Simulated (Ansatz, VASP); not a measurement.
Ti5C in VASP and in Ansatz

INCAR

```
  PREC = Accurate
  ENCUT = 600
  EDIFF = 1E-7
  ISMEAR = 0
  SIGMA = 0.1
  LREAL = F
  LASPH = T
  NELM = 60
  ALGO = Normal
  ISIF = 3
  LWAVE = F
  LCHARG = F
  GGA = PE
  IBRION = 2
  NSW = 90
  EDIFFG = -0.04
```

KPOINTS

```
Automatic mesh
0
Gamma
  6 6 4
```

File POSCAR:

```
Ti5C
1.0
    4.1199381100      0.0000000000      0.0000000000
   -2.0599690600      3.5679710700      0.0000000000
    0.0000000000      0.0000000000      6.2710490600
Ti C
5 1
Direct
    0.3333333300      0.6666666700      0.7382528200
    0.6666666700      0.3333333300      0.7382528200
    0.6666666700      0.3333333300      0.2617471800
    0.3333333300      0.6666666700      0.2617471800
    0.0000000000      0.0000000000      0.0000000000
    0.0000000000      0.0000000000      0.5000000000
```

Input for Ansatz:

```yaml
crystal:
  lattice:
    - [4.11993811, 0.0, 0.0]
    - [-2.05996906, 3.56797107, 0.0]
    - [0.0, 0.0, 6.27104906]
  atoms:
    - { symbol: Ti, position: [0.33333333, 0.66666667, 0.73825282] }
    - { symbol: Ti, position: [0.66666667, 0.33333333, 0.73825282] }
    - { symbol: Ti, position: [0.66666667, 0.33333333, 0.26174718] }
    - { symbol: Ti, position: [0.33333333, 0.66666667, 0.26174718] }
    - { symbol: Ti, position: [0.0, 0.0, 0.0] }
    - { symbol: C, position: [0.0, 0.0, 0.5] }
basis:
  ecutwfc: 420
kpoints:
  mp_grid: { grid: [6, 6, 4] }
hamiltonian:
  xc: pbe
scf:
  occupations: { method: gaussian, width: 0.1 }
  lower_state_search: "off"
output:
  forces: true
  stress: true
  eigenvalues: true
relax:
  adjacent_minimum: "off"
  f_tol: 0.04
  max_steps: 70
  cell: { stress_tol: 0.4 }
```

Alike in both runs: task relaxation of cell and atoms; functional PBE; k mesh 6 × 6 × 4; occupations gaussian, width 0.1 eV; no spin polarisation.

```csv
,VASP,Ansatz
version,VASP 6.6.1,Ansatz 0.2.0
potentials or method,"VASP PAW PBE potentials, release 64 (Ti_sv, C), cutoff 600 eV","scalar-relativistic, plane waves, PAW"
valence electrons in the cell,64,64
```

```csv
,VASP,Ansatz,Ansatz less VASP
"gap on the k mesh at the Fermi level, each at its own relaxed structure (eV)",none,none,-
relaxed volume (Å³/atom),14.52,14.51,-0.010
relaxed cell length with the largest relative difference (Å),4.888,4.884,-0.0037
```

A gap of «none» marks a metal or a gap that the smearing closes.
